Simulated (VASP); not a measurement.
Here is a VASP 6.6.1 calculation.

Contents of POSCAR:

```
SrMg2Bi2
1.0
    4.7644386065      0.0000000000      0.0000000000
   -2.3822197965      4.1261247190      0.0000000000
    0.0000000000      0.0000000000      7.8749979095
Sr Mg Bi
1 2 2
Direct
    0.0000000000      0.0000000000      0.0000000000
    0.6666666667      0.3333333333      0.3750440000
    0.3333333333      0.6666666667      0.6249560000
    0.6666666667      0.3333333333      0.7467350000
    0.3333333333      0.6666666667      0.2532650000
```

Contents of INCAR.step1:

```
SYSTEM = SrMg2Bi2
PREC = Accurate
ENCUT = 520
ISMEAR = -1
SIGMA = 0.1
LREAL = .False.
LASPH = .True.
NELM = 60
NBANDS = 30
GGA = PE
ALGO = Normal
EDIFF = 1E-4
LWAVE = .True.
LCHARG = .False.
```

Contents of INCAR.step2:

```
SYSTEM = SrMg2Bi2
PREC = Accurate
ENCUT = 520
EDIFF = 1E-6
ISMEAR = -1
SIGMA = 0.1
LREAL = .False.
LASPH = .True.
NELM = 60
ALGO = Normal
ISIF = 2
LWAVE = .False.
LCHARG = .False.
METAGGA = R2SCAN
LMIXTAU = .True.
NBANDS = 30
ISTART = 1
```

File KPOINTS:

```
Automatic mesh
0
Gamma
  6 6 3
  0 0 0
```

Potentials or basis: VASP PAW PBE potentials, release 64 (Sr_sv, Mg, Bi_d).

The run is started by

```bash
$ cat potpaw_PBE.64/Sr_sv/POTCAR potpaw_PBE.64/Mg/POTCAR potpaw_PBE.64/Bi_d/POTCAR > POTCAR
$ cp INCAR.step1 INCAR
$ mpirun -np 1 vasp_std > vasp.out
$ cp INCAR.step2 INCAR
$ mpirun -np 1 vasp_std > vasp.out
```

(1) Predict the largest force.

(2) Estimate the pressure.

Results:

(1) 0.027 eV/Å.

(2) 1.3 GPa.

Caveat: the PAW data sets were made with another functional, which shifts forces and pressure a little.
